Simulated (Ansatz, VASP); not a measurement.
AlAs: VASP beside Ansatz

```
CELL_PARAMETERS angstrom
0.00000 2.83050 2.83050
2.83050 0.00000 2.83050
2.83050 2.83050 0.00000
ATOMIC_POSITIONS crystal
Al 0.00000 0.00000 0.00000
As 0.25000 0.25000 0.25000
```

Alike in both runs: task single point; functional LDA; k mesh 6 × 6 × 6; occupations gaussian, width 0.1 eV; no spin polarisation.

|  | VASP | Ansatz |
| --- | --- | --- |
| version | VASP 6.6.1 | Ansatz 0.2.0 |
| potentials or method | VASP PAW LDA potentials, release 64 (Al, As), cutoff 500 eV | scalar-relativistic, plane waves, PAW |
| valence electrons in the cell | 8 | 18 |

|  | VASP | Ansatz | Ansatz less VASP |
| --- | --- | --- | --- |
| gap on the k mesh at the Fermi level (eV) | 1.33 | 1.35 | +0.013 |
| least direct gap on the mesh (eV) | 1.88 | 1.85 | -0.033 |
| pressure (GPa) | -0.9 | -1.2 | -0.33 |

Ansatz warns that its potentials were made for another functional, while VASP's fit it. LDA's correlation is that of Perdew and Zunger in VASP and of Perdew and Wang (1992) in Ansatz. VASP's potentials hold 8 valence electrons a cell and Ansatz's 18, so a difference there can come from the potentials and not from the codes.
